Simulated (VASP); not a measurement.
## Ru: single point with LDA

Crystal: Ru.

```
CELL_PARAMETERS angstrom
2.67326 0.00000 0.00000
-1.33663 2.31511 0.00000
0.00000 0.00000 4.22973
ATOMIC_POSITIONS crystal
Ru 0.66667 0.33333 0.75000
Ru 0.33333 0.66667 0.25000
```

```yaml
Program: VASP 6.6.1
Task: single point
Functional: LDA
Potentials_or_basis: VASP PAW LDA potentials, release 64 (Ru_sv)
Cutoff: 560 eV
k_mesh: 11 × 11 × 6
Occupations: fermi-dirac, width 0.05 eV
Spin: no spin polarisation
```

```json
{
  "Pressure": "0.5 GPa",
  "Band gap on the k mesh": "zero (bands 16 and 17 overlap by 3.26 eV)"
}
```

Levels at points of the mesh, in eV from the Fermi level:
```csv
k point,band 13,band 14,band 15,band 16,band 17,band 18,band 19,band 20
"(0.00, 0.00, 0.00)",-2.50,-1.96,-1.96,-1.40,-1.40,1.33,1.33,1.41
"(0.00, 0.00, 0.50)",-2.86,-2.86,-2.77,-2.77,0.66,0.66,0.66,0.66
```

Wall time 26 s on 1 thread of Intel(R) Xeon(R) Platinum 8488C (Sapphire Rapids), on a shared host, peak memory 0.16 GiB.
